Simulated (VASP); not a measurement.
A run of VASP 6.6.1:

The input INCAR:

```
SYSTEM = Cu3P14Pd2Au
ALGO = Normal ; EDIFF = 1E-6
ENCUT = 520 ; GGA = PE
ISIF = 2 ; ISMEAR = -1
ISYM = 0 ; LASPH = .TRUE.
LCHARG = .FALSE. ; LREAL = Auto
LWAVE = .FALSE. ; NBANDS = 83
NELM = 80 ; PREC = Accurate
SIGMA = 0.0526
```

File KPOINTS:

```
Automatic mesh
0
Gamma
  1 1 1
  0.25 0.25 0.25
```

Contents of POSCAR:

```
Cu3P14Pd2Au
1.0
    6.7193520000     -0.0002850000      0.1347800000
   -0.0002850000      6.4739890000     -0.0745910000
    0.1347800000     -0.0745910000      6.2227980000
P Cu Pd Au
14 3 2 1
Direct
    0.5250608158      0.1905764084      0.1235930506
    0.8323074750      0.4816711719      0.7589878272
    0.7606314693      0.6537880367      0.4663803636
    0.3238661242      0.0441129966      0.7549939362
    0.0158187701      0.3100933724      0.1163488066
    0.5517511951      0.2923232921      0.6777698168
    0.2478938774      0.1248564013      0.2835907621
    0.9847277760      0.1004966279      0.7716804457
    0.3950075112      0.5240061674      0.4021207231
    0.0082489751      0.8660835262      0.4864376506
    0.7311562967      0.1240789677      0.3582937978
    0.5096609704      0.8823974632      0.5134294579
    0.1613589238      0.6908873616      0.7155178464
    0.0999452873      0.6183721258      0.2517040356
    0.0578797742      0.3348338814      0.5145040154
    0.9419965491      0.8527119405      0.0518595239
    0.2638497065      0.4180080935      0.8632221355
    0.6573484012      0.9539006507      0.8477561036
    0.3326064523      0.8384692672      1.0544304288
    0.6339954878      0.5729015767      0.0816695946
```

Potentials or basis: VASP PAW PBE potentials, release 64 (P, Cu, Pd, Au).

Command:

```console
$ cat potpaw_PBE.64/P/POTCAR potpaw_PBE.64/Cu/POTCAR potpaw_PBE.64/Pd/POTCAR potpaw_PBE.64/Au/POTCAR > POTCAR
$ mpirun -np 1 vasp_std > vasp.out
```

Hardware: 1 thread of Intel(R) Xeon(R) Platinum 8175M CPU @ 2.50GHz (Skylake/Cascade Lake), on a shared host.

Estimate the wall time of this run.

It took 82 s on 1 thread of Intel(R) Xeon(R) Platinum 8175M CPU @ 2.50GHz (Skylake/Cascade Lake) (shared host), peak memory 0.34 GiB. Counts: scf iterations 20, k points 1.
